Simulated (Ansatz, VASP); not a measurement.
**CuO: VASP beside Ansatz**

```
Cu O
1.0
     2.34185   -1.71130    0.00000
    -1.49182   -1.71130   -5.05787
     2.34185    5.13390    0.00000
Cu O
4 4
Direct
  0.32133 0.95658 0.29054
  0.67867 0.04342 0.70946
  0.32256 0.52186 0.68365
  0.67744 0.47814 0.31635
  0.41767 0.70732 0.00990
  0.41393 0.79268 0.65850
  0.22494 0.34817 0.07342
  0.94346 0.15183 0.25818
```

Alike in both runs: task single point; functional PBE; k mesh 5 × 3 × 3; occupations fermi-dirac, width 0.05 eV; no spin polarisation.

|  | VASP | Ansatz |
| --- | --- | --- |
| version | VASP 6.6.1 | Ansatz 0.2.0 |
| potentials or method | VASP PAW PBE potentials, release 64 (Cu, O) | Ansatz PAW |
| plane-wave cutoff (eV) | 520 | 420 |
| valence electrons in the cell | 68 | 100 |

|  | VASP | Ansatz | Ansatz less VASP |
| --- | --- | --- | --- |
| gap on the k mesh at the Fermi level (eV) | none | none | - |
| rms of the force components (eV/Å) | 4.927 | 4.873 | -0.0542 |

Atom by atom the forces differ by 0.094 eV/Å (rms over components). A gap of «none» marks a metal or a gap that the smearing closes. The functional is the same, so the differences come from potentials, cutoffs and numerics. VASP's potentials hold 68 valence electrons a cell and Ansatz's 100, so a difference there can come from the potentials and not from the codes.

The k mesh is coarse, so the values compare programs but aren't converged.
